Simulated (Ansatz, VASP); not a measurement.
One calculation of SiC, two programs

```xyz
4
Lattice="3.0554 0.0000 0.0000 -1.5277 2.6460 0.0000 0.0000 0.0000 5.0141" Properties=species:S:1:pos:R:3 pbc="T T T"
Si    0.0000    1.7640    0.0000
Si    1.5277    0.8820    2.5071
C     0.0000    1.7640    1.9304
C     1.5277    0.8820    4.4375
```

Change from the starting cell: volume scaled by 0.98.

Alike in both runs: task single point; functional PBE; k mesh 15 × 15 × 8; occupations fermi-dirac, width 0.08 eV; no spin polarisation.

|  | VASP | Ansatz |
| --- | --- | --- |
| version | VASP 6.6.1 | Ansatz 0.2.0 |
| potentials or method | VASP PAW PBE potentials, release 64 (Si, C), cutoff 520 eV | all-electron LAPW, scalar-relativistic |

```csv
,VASP,Ansatz,Ansatz less VASP
pressure (GPa),8.4,8.5,+0.07
"traceless stress, the component that is largest in VASP (GPa)",-3.80,-3.79,+0.006
rms of the force components (eV/Å),0.453,0.453,-0.0002
```

Atom by atom the forces differ by 0.000 eV/Å (rms over components). Ansatz ran all-electron here, and VASP with PAW potentials.
